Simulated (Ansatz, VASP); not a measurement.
**One calculation of WC, two programs**

```
CELL_PARAMETERS angstrom
2.78448 0.00000 0.00000
-1.39224 2.41143 0.00000
0.00000 0.00000 2.82900
ATOMIC_POSITIONS crystal
W 0.00000 0.00000 0.00000
C 0.66667 0.33333 0.50000
```

Change from the starting cell: strain -0.040 along x and y, +0.000 along z, atoms carried along.

Alike in both runs: task single point; functional PBE; k mesh 18 × 18 × 16; occupations gaussian, width 0.15 eV; no spin polarisation.

```csv
,VASP,Ansatz
version,VASP 6.6.1,Ansatz 0.2.0
potentials or method,"VASP PAW PBE potentials, release 64 (W_sv, C), cutoff 520 eV","scalar-relativistic, plane waves, PAW"
valence electrons in the cell,18,18
```

```tsv
	VASP	Ansatz	Ansatz less VASP
gap on the k mesh at the Fermi level (eV)	none	none	-
pressure (GPa)	49.4	47.6	-1.71
traceless stress, the component that is largest in VASP (GPa)	-19.42	-19.59	-0.173
```

A gap of «none» marks a metal or a gap that the smearing closes. Both programs put the cell under a high pressure, so it lies far from rest at this level. The functional is the same, so the differences come from potentials, cutoffs and numerics.

Spin-orbit coupling is off throughout.
